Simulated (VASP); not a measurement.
Input of a VASP 6.6.1 run:

The input INCAR:

```
ALGO = Normal
EDIFF = 1E-7
ENCUT = 520
GGA = PE
ISIF = 2
ISMEAR = 0
LASPH = True
LCHARG = False
LREAL = False
LWAVE = False
NBANDS = 26
NELM = 100
PREC = Accurate
SIGMA = 0.024
```

KPOINTS

```
k-points
0
Gamma
  9 9 5
```

Contents of POSCAR:

```
ZnO
1.0
    3.2493080000      0.0000000000      0.0000000000
   -1.6246540000      2.8139832727      0.0000000000
    0.0000000000      0.0000000000      5.2057090000
Zn O
2 2
Direct
    0.6666666667      0.3333333333      0.0000000000
    0.3333333333      0.6666666667      0.5000000000
    0.3333333333      0.6666666667      0.8790100000
    0.6666666667      0.3333333333      0.3790100000
```

Potentials or basis: VASP PAW PBE potentials, release 64 (Zn, O).

Command:

```bash
$ cat potpaw_PBE.64/Zn/POTCAR potpaw_PBE.64/O/POTCAR > POTCAR
$ mpirun -np 1 vasp_std > vasp.out
```

**Question.** What does it give for the largest force?

**Answer.** 0.074 eV/Å.

**Question.** Predict the pressure.

**Answer.** 6.0 GPa.

Stress tensor (GPa, compression positive):
```
5.40 0.00 0.00
0.00 5.40 0.00
0.00 0.00 7.16
```
